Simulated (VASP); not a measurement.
# Rb (Pnma) in VASP: a series of runs

The runs below take Rb through single point, with BLYP, PBEsol, LDA, PBE, r2SCAN.

All numbers are computed with VASP 6.6.1; they aren't measurements. Logs are shortened: lines on timing, memory, paths and dates and some standing lists are left out, and cuts for length are marked.

## (1) The cell of the first run

It takes space group Pnma (No. 62, orthorhombic). Conventional cell: a = 5.740 Å, b = 4.640 Å, c = 12.380 Å, α = 90.00°, β = 90.00°, γ = 90.00°. Rb (site symmetry m) has 6 Rb at 3.56 to 4.64 Å within 4.7 Å.

## (2) Single point, BLYP

INCAR

```
PREC = Accurate ; ENCUT = 520
EDIFF = 1E-7 ; ISMEAR = 1
SIGMA = 0.15 ; LREAL = F
LASPH = T ; NELM = 60
ALGO = Normal ; ISIF = 2
LWAVE = F ; LCHARG = F
GGA = B5 ; ALDAX = 1.0
AGGAX = 1.0 ; AGGAC = 1.0
ALDAC = 0.0 ; NBANDS = 26
```

KPOINTS

```
Automatic mesh
0
Gamma
  4 5 2
```

POSCAR

```
Rb
1.0
    5.7400000000      0.0000000000      0.0000000000
    0.0000000000      4.6400000000      0.0000000000
    0.0000000000      0.0000000000     12.3800000000
Rb
4
Direct
    0.0470000000      0.2500000000      0.8930000000
    0.4530000000      0.7500000000      0.3930000000
    0.5470000000      0.2500000000      0.6070000000
    0.9530000000      0.7500000000      0.1070000000
```

Potentials or basis: VASP PAW PBE potentials, release 64 (Rb_sv).

Started as:

```sh
> cat potpaw_PBE.64/Rb_sv/POTCAR > POTCAR
> mpirun -np 1 vasp_std > vasp.out
```

OUTCAR:

```text
PREC = Accurate
   ENCUT = 520
   EDIFF = 1E-7
   ISMEAR = 1
   LREAL = F
   LASPH = T
   NELM = 60
   ISIF = 2
   GGA = B5

 ion  position               nearest neighbor table
   1  0.047  0.250  0.893-   4 3.56   4 3.56   3 4.56   3 4.56
   2  0.453  0.750  0.393-   3 3.56   3 3.56   4 4.56   4 4.56
   3  0.547  0.250  0.607-   2 3.56   2 3.56   1 4.56   1 4.56
   4  0.953  0.750  0.107-   1 3.56   1 3.56   2 4.56   2 4.56

  LATTYP: Found a simple orthorhombic cell.
 ALAT       =     4.6400000000
 B/A-ratio  =     1.2370689655
 C/A-ratio  =     2.6681034483

  Lattice vectors:

 A1 = (   0.0000000000,  -4.6400000000,   0.0000000000)
 A2 = (   5.7400000000,   0.0000000000,   0.0000000000)
 A3 = (   0.0000000000,   0.0000000000,  12.3800000000)

Analysis of symmetry for initial positions (statically):
=====================================================================
 Subroutine PRICEL returns:
 Original cell was already a primitive cell.

 Routine SETGRP: Setting up the symmetry group for a
 simple orthorhombic supercell.

 Subroutine GETGRP returns: Found  8 space group operations
 (whereof  2 operations were pure point group operations)
 out of a pool of  8 trial point group operations.

The static configuration has the point symmetry S_2 .
 The point group associated with its full space group is D_2h.

Analysis of symmetry for dynamics (positions and initial velocities):
=====================================================================
 Subroutine PRICEL returns:
 Original cell was already a primitive cell.

 Routine SETGRP: Setting up the symmetry group for a
 simple orthorhombic supercell.

 Subroutine GETGRP returns: Found  8 space group operations
 (whereof  2 operations were pure point group operations)
 out of a pool of  8 trial point group operations.

The dynamic configuration has the point symmetry S_2 .
 The point group associated with its full space group is D_2h.

 Subroutine INISYM returns: Found  8 space group operations
 (whereof  2 operations are pure point group operations),
 and found     1 'primitive' translations

----------------------------------------------------------------------------------------

                                     Primitive cell

  volume of cell :     329.7240

  direct lattice vectors                    reciprocal lattice vectors
     5.740000000  0.000000000  0.000000000     0.174216028  0.000000000  0.000000000
     0.000000000  4.640000000  0.000000000     0.000000000  0.215517241  0.000000000
     0.000000000  0.000000000 12.380000000     0.000000000  0.000000000  0.080775444

  length of vectors
     5.740000000  4.640000000 12.380000000     0.174216028  0.215517241  0.080775444

  position of ions in fractional coordinates (direct lattice)
     0.047000000  0.250000000  0.893000000
     0.453000000  0.750000000  0.393000000
     0.547000000  0.250000000  0.607000000
     0.953000000  0.750000000  0.107000000

  ion indices of the primitive-cell ions
   primitive index   ion index
                 1           1
                 2           2
                 3           3
                 4           4

----------------------------------------------------------------------------------------

 KPOINTS: Automatic mesh

Automatic generation of k-mesh.
 Grid dimensions read from file:
 generate k-points for:    4    5    2

 Generating k-lattice:

  Cartesian coordinates                     Fractional coordinates (reciprocal lattice)
     0.043554007  0.000000000  0.000000000     0.250000000  0.000000000  0.000000000
     0.000000000  0.043103448  0.000000000     0.000000000  0.200000000  0.000000000
     0.000000000  0.000000000  0.040387722     0.000000000  0.000000000  0.500000000

  Length of vectors
     0.043554007  0.043103448  0.040387722

  Shift w.r.t. Gamma in fractional coordinates (k-lattice)
     0.000000000  0.000000000  0.000000000

 Subroutine IBZKPT returns following result:
 ===========================================

 Found     18 irreducible k-points:

 Following reciprocal coordinates:
            Coordinates               Weight
  0.000000  0.000000  0.000000      1.000000
  0.250000  0.000000  0.000000      2.000000
  0.500000  0.000000  0.000000      1.000000
  0.000000  0.200000  0.000000      2.000000
  0.250000  0.200000  0.000000      4.000000
  0.500000  0.200000  0.000000      2.000000
[... 10 lines left out ...]
  0.250000  0.400000  0.500000      4.000000
  0.500000  0.400000  0.500000      2.000000
   k-points           NKPTS =     18   k-points in BZ     NKDIM =     18   number of bands    NBANDS=     26
   number of dos      NEDOS =    301   number of ions     NIONS =      4
   total plane-waves  NPLWV = 165888
   dimension x,y,z NGX =    48 NGY =   36 NGZ =   96
   dimension x,y,z NGXF=    96 NGYF=   72 NGZF=  192
   ions per type =               4
   NGX,Y,Z   is equivalent  to a cutoff of  13.90, 12.90, 12.89 a.u.
   NGXF,Y,Z  is equivalent  to a cutoff of  27.80, 25.80, 25.78 a.u.
 SYSTEM =  unknown system
   PREC   = accura    normal or accurate (medium, high low for compatibility)
   ISTART =      0    job   : 0-new  1-cont  2-samecut
   ICHARG =      2    charge: 1-file 2-atom 10-const
   ISPIN  =      1    spin polarized calculation?
   LNONCOLLINEAR =      F non collinear calculations
   LSORBIT =      F    spin-orbit coupling
   LASPH  =      T    aspherical Exc in radial PAW
   ENCUT  =  520.0 eV  38.22 Ry    6.18 a.u.  10.67  8.63 23.02*2*pi/ulx,y,z
   NELM   =     60;   NELMIN=  2; NELMDL= -5     # of ELM steps
   EDIFF  = 0.1E-06   stopping-criterion for ELM
   LREAL  =      F    real-space projection
   EDIFFG = 0.1E-05   stopping-criterion for IOM
   NSW    =      0    number of steps for IOM
   IBRION =     -1    ionic relax: 0-MD 1-quasi-New 2-CG
   NFREE  =      0    steps in history (QN), initial steepest desc. (CG)
   ISIF   =      2    stress and relaxation
   ISYM   =      2    0-nonsym 1-usesym 2-fastsym
   POTIM  = 0.5000    time-step for ionic-motion
   TEBEG  =    0.0;   TEEND  =   0.0 temperature during run
   PSTRESS=    0.0 pullay stress
   NELECT =      36.0000    total number of electrons
   NUPDOWN=      -1.0000    fix difference up-down
   EMIN   =  10.00;   EMAX   =-10.00  energy-range for DOS
   EFERMI =   0.00;   METHOD = LEGACY
   ISMEAR =     1;   SIGMA  =   0.15  broadening in eV -4-tet -1-fermi 0-gaus
   EFERMI_NEDOS =   21; number of points for ismear=-14 and -15
   IALGO  =     38    algorithm
   IMIX   =      4    mixing-type and parameters
     AMIX     =   0.40;   BMIX     =  1.00
     AMIX_MAG =   1.60;   BMIX_MAG =  1.00
  volume/ion in A,a.u.               =      82.43       556.27
  Fermi-wavevector in a.u.,A,eV,Ry     =   0.782454  1.478624  8.329953  0.612234
  Thomas-Fermi vector in A             =   1.886181
   LORBIT       =      0    0 simple, 1 ext, 2 COOP (PROOUT), +10 PAW based schemes
   GGA     = B5    functional components
   LHFCALC =     F    Hartree Fock is set to
   AEXX    =    0.0000 exact exchange contribution
   IVDW    =     0    specifies the selected vdW correction
   LEPSILON=     F    determine dielectric tensor
   LRPA    =     F    only Hartree local field effects (RPA)
 non-spin polarized calculation
 Methfessel and Paxton  Order N= 1 SIGMA  =   0.15
  energy-cutoff  :      520.00
  volume of cell :      329.72
 maximum number of plane-waves:      8904
 NGX is ok and might be reduce to    48
   NGX = 21   NGY = 17   NGZ = 47

 number of electron      36.0000000 magnetization

 Free energy of the ion-electron system (eV)
  ---------------------------------------------------
  ext. energy  EPLUGINS =         0.00000000
  ---------------------------------------------------
  free energy    TOTEN  =        -1.12737067 eV

  energy without entropy =       -1.12741145  energy(sigma->0) =       -1.12738426

 E-fermi :   0.8013     XC(G=0):  -5.2399

 val. band max:        0.7860210307   @ k =   0.5000   0.2000   0.5000
 cond. band min:       0.8586638713   @ k =   0.0000   0.4000   0.0000
 fundamental gap:      0.0726428406
 Fermi energy:         0.8012522833

 k-point     1 :       0.0000    0.0000    0.0000
  band No.  band energies     occupation
      1     -28.6826      2.00000
      2     -28.6776      2.00000
      3     -28.5838      2.00000
      4     -28.5786      2.00000
      5     -13.1286      2.00000
      6     -13.0662      2.00000
[... 18 lines left out ...]
     25       3.2009     -0.00000
     26       3.3389     -0.00000

 k-point     2 :       0.2500    0.0000    0.0000
  band No.  band energies     occupation
      1     -28.6818      2.00000
      2     -28.6782      2.00000
      3     -28.5830      2.00000
      4     -28.5793      2.00000
      5     -13.1206      2.00000
      6     -13.0772      2.00000
[... 18 lines left out ...]
     25       2.9738     -0.00000
     26       3.0694     -0.00000

 k-point     3 :       0.5000    0.0000    0.0000
  band No.  band energies     occupation
      1     -28.6799      2.00000
      2     -28.6799      2.00000
      3     -28.5811      2.00000
      4     -28.5811      2.00000
      5     -13.1004      2.00000
      6     -13.1004      2.00000
[... 18 lines left out ...]
     25       2.9160     -0.00000
     26       2.9160     -0.00000

 k-point     4 :       0.0000    0.2000    0.0000
  band No.  band energies     occupation
      1     -28.6717      2.00000
      2     -28.6667      2.00000
      3     -28.5917      2.00000
      4     -28.5866      2.00000
      5     -13.1339      2.00000
      6     -13.0793      2.00000
[... 18 lines left out ...]
     25       3.1153     -0.00000
     26       3.2793     -0.00000

 k-point     5 :       0.2500    0.2000    0.0000
  band No.  band energies     occupation
      1     -28.6709      2.00000
      2     -28.6673      2.00000
      3     -28.5909      2.00000
      4     -28.5873      2.00000
      5     -13.1265      2.00000
      6     -13.0884      2.00000
[... 18 lines left out ...]
     25       2.9457     -0.00000
     26       3.1359     -0.00000

 k-point     6 :       0.5000    0.2000    0.0000
  band No.  band energies     occupation
      1     -28.6690      2.00000
      2     -28.6690      2.00000
      3     -28.5890      2.00000
      4     -28.5890      2.00000
      5     -13.1084      2.00000
      6     -13.1084      2.00000
[... 253 lines left out ...]
 k-point    15 :       0.5000    0.2000    0.5000
  band No.  band energies     occupation
      1     -28.6690      2.00000
      2     -28.6690      2.00000
      3     -28.5890      2.00000
      4     -28.5890      2.00000
      5     -13.1076      2.00000
      6     -13.1076      2.00000
[... 18 lines left out ...]
     25       2.5017     -0.00000
     26       2.5017     -0.00000

 k-point    16 :       0.0000    0.4000    0.5000
  band No.  band energies     occupation
      1     -28.6423      2.00000
      2     -28.6423      2.00000
      3     -28.6113      2.00000
      4     -28.6113      2.00000
      5     -13.1367      2.00000
      6     -13.1367      2.00000
[... 18 lines left out ...]
     25       2.9589     -0.00000
     26       2.9691     -0.00000

 k-point    17 :       0.2500    0.4000    0.5000
  band No.  band energies     occupation
      1     -28.6421      2.00000
      2     -28.6421      2.00000
      3     -28.6113      2.00000
      4     -28.6113      2.00000
      5     -13.1342      2.00000
      6     -13.1342      2.00000
[... 18 lines left out ...]
     25       2.8696     -0.00000
     26       2.8696     -0.00000

 k-point    18 :       0.5000    0.4000    0.5000
  band No.  band energies     occupation
      1     -28.6419      2.00000
      2     -28.6419      2.00000
      3     -28.6114      2.00000
      4     -28.6114      2.00000
      5     -13.1314      2.00000
      6     -13.1314      2.00000
[... 18 lines left out ...]
     25       2.7550     -0.00000
     26       2.7550     -0.00000

------------------------ aborting loop because EDIFF is reached ----------------------------------------

  FORCE on cell =-STRESS in cart. coord.  units (eV):
  Direction    XX          YY          ZZ          XY          YZ          ZX
  --------------------------------------------------------------------------------------
  -------------------------------------------------------------------------------------
  Total       -0.2304038      4.5170535      4.7437462      0.0000000      0.0000000      0.0000000
  in kB       -1.1195662     21.9490282     23.0505615      0.0000000      0.0000000      0.0000000
  external PRESSURE =      14.6266745 kB  Pullay stress =       0.0000000 kB

 VOLUME and BASIS-vectors are now :
 -----------------------------------------------------------------------------
  energy-cutoff  :      520.00
  volume of cell :      329.72
      direct lattice vectors                 reciprocal lattice vectors
     5.740000000  0.000000000  0.000000000     0.174216028  0.000000000  0.000000000
     0.000000000  4.640000000  0.000000000     0.000000000  0.215517241  0.000000000
     0.000000000  0.000000000 12.380000000     0.000000000  0.000000000  0.080775444

 POSITION                                       TOTAL-FORCE (eV/Angst)
 -----------------------------------------------------------------------------------
      0.26978      1.16000     11.05534         0.199781      0.000000     -0.782866
      2.60022      3.48000      4.86534        -0.199781     -0.000000     -0.782866
      3.13978      1.16000      7.51466         0.199781      0.000000      0.782866
      5.47022      3.48000      1.32466        -0.199781      0.000000      0.782866
 -----------------------------------------------------------------------------------
    total drift:                                0.000000      0.000000      0.000000

  FREE ENERGIE OF THE ION-ELECTRON SYSTEM (eV)
  ---------------------------------------------------
  free  energy   TOTEN  =        -1.1273706672 eV

  energy  without entropy=       -1.1274114510  energy(sigma->0) =       -1.12738426
```

It took 2.8 min on 1 thread of AMD EPYC 9R45 (Zen 5), shared host; peak memory 0.42 GiB.

Results:

* Free energy: -1.1274 eV
* Pressure: 1.5 GPa
* Largest force: 0.808 eV/Å
* Band gap on the k mesh: zero (band 18 reaches 1.22 eV, above the bottom of band 19 at -0.06 eV)

Forces in eV/Å, atoms in the order of the input:
```
Rb   0.200  0.000 -0.783
Rb  -0.200  0.000 -0.783
Rb   0.200  0.000  0.783
Rb  -0.200  0.000  0.783
```

Levels at points of the mesh, in eV from the Fermi level:
```
           k point  band 16  band 17  band 18  band 19  band 20  band 21
(0.00, 0.00, 0.00)   -13.34    -2.16    -1.04    -0.86     0.66     1.24
(0.50, 0.00, 0.00)   -13.36    -0.93    -0.93     0.09     0.09     0.36
(0.00, 0.00, 0.50)   -13.37    -1.84    -1.84     0.13     0.13     1.43
(0.50, 0.00, 0.50)   -13.37    -0.89    -0.89    -0.19    -0.19     0.70
```

Caveat: the PAW data sets were made with another functional, which shifts forces and pressure a little.

## (3) Single point, PBEsol

INCAR

```
SYSTEM = Rb
PREC = Accurate
ENCUT = 520
EDIFF = 1E-6
ISMEAR = 1
SIGMA = 0.15
LREAL = .FALSE.
LASPH = .TRUE.
NELM = 100
ALGO = Normal
ISIF = 2
LWAVE = .FALSE.
LCHARG = .FALSE.
GGA = PS
NBANDS = 26
```

KPOINTS

```
regular mesh
0
G
  4 5 2
  0 0 0
```

POSCAR is that of step 2.

Potentials or basis: VASP PAW PBE potentials, release 64 (Rb_sv).

Started as:

```sh
> cat potpaw_PBE.64/Rb_sv/POTCAR > POTCAR
> mpirun -np 1 vasp_std > vasp.out
```

Run time: 95 s. Hardware: 1 thread of AMD EPYC 9R45 (Zen 5), shared host; peak memory 0.43 GiB.

Results (log left out):

| Property | Result |
| --- | --- |
| Free energy | -2.8629 eV |
| Pressure | 0.9 GPa |
| Largest force | 0.730 eV/Å |
| Band gap on the k mesh | zero (band 18 reaches 0.63 eV, above the bottom of band 19 at -0.61 eV) |

Forces on the atoms (eV/Å):
```
Rb   0.191  0.000 -0.705
Rb  -0.191  0.000 -0.705
Rb   0.191  0.000  0.705
Rb  -0.191  0.000  0.705
```

Stress tensor (GPa, compression positive):
```
-0.61  0.00  0.00
 0.00  1.63  0.00
 0.00  0.00  1.72
```

Levels at points of the mesh, in eV from the Fermi level:
```csv
k point,band 16,band 17,band 18,band 19,band 20,band 21
"(0.00, 0.00, 0.00)",-13.11,-2.09,-0.96,-0.81,0.78,1.35
"(0.50, 0.00, 0.00)",-13.13,-0.83,-0.83,0.15,0.15,0.35
"(0.00, 0.00, 0.50)",-13.14,-1.77,-1.77,0.20,0.20,1.56
"(0.50, 0.00, 0.50)",-13.14,-0.76,-0.76,-0.21,-0.21,0.81
```

Caveat: the PAW data sets were made with another functional, which shifts forces and pressure a little.

[end of part 1 of 2]
